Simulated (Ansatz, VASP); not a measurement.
# Pd in VASP and in Ansatz

INCAR

```
SYSTEM = Pd
ALGO = Fast
EDIFF = 1E-6
ENCUT = 520
GGA = PE
ISIF = 2
ISMEAR = 0
LASPH = .True.
LCHARG = .False.
LREAL = .False.
LWAVE = .False.
NBANDS = 11
NELM = 80
PREC = Accurate
SIGMA = 0.1
```

Contents of KPOINTS:

```
k-points
0
Gamma
  18 18 18
  0 0 0
```

The input POSCAR:

```
Pd
1.0
   -1.5366035656      1.5366035656      1.5366035656
    1.5366035656     -1.5366035656      1.5366035656
    1.5366035656      1.5366035656     -1.5366035656
Pd
1
Direct
    0.0000000000      0.0000000000      0.0000000000
```

Input for Ansatz:

```yaml
crystal:
  lattice:
    - [-1.5366035656, 1.5366035656, 1.5366035656]
    - [1.5366035656, -1.5366035656, 1.5366035656]
    - [1.5366035656, 1.5366035656, -1.5366035656]
  atoms:
    - { symbol: Pd, position: [0.0, 0.0, 0.0] }
basis:
  ecutwfc: 420
kpoints:
  mp_grid: { grid: [18, 18, 18] }
hamiltonian:
  xc: pbe
scf:
  occupations: { method: gaussian, width: 0.1 }
output:
  forces: true
  stress: true
  eigenvalues: true
  write_density: true
  write_potential: true
  elf: true
  volumetric_format: npy
```

Alike in both runs: task single point; functional PBE; k mesh 18 × 18 × 18; occupations gaussian, width 0.1 eV; no spin polarisation.

```csv
,VASP,Ansatz
version,VASP 6.6.1,Ansatz 0.2.0
potentials or method,"VASP PAW PBE potentials, release 64 (Pd), cutoff 520 eV","scalar-relativistic, plane waves, PAW"
valence electrons in the cell,10,18
```

VASP gave:

| Item | Value |
| --- | --- |
| gap on the k mesh at the Fermi level (eV) | none |
| pressure (GPa) | 11.6 |

Question: What did Ansatz give for the same quantities?

Answer: gap on the k mesh at the Fermi level (eV): none; pressure (GPa): 12.1.

A gap of «none» marks a metal or a gap that the smearing closes. VASP's potentials hold 10 valence electrons a cell and Ansatz's 18, so a difference there can come from the potentials and not from the codes.
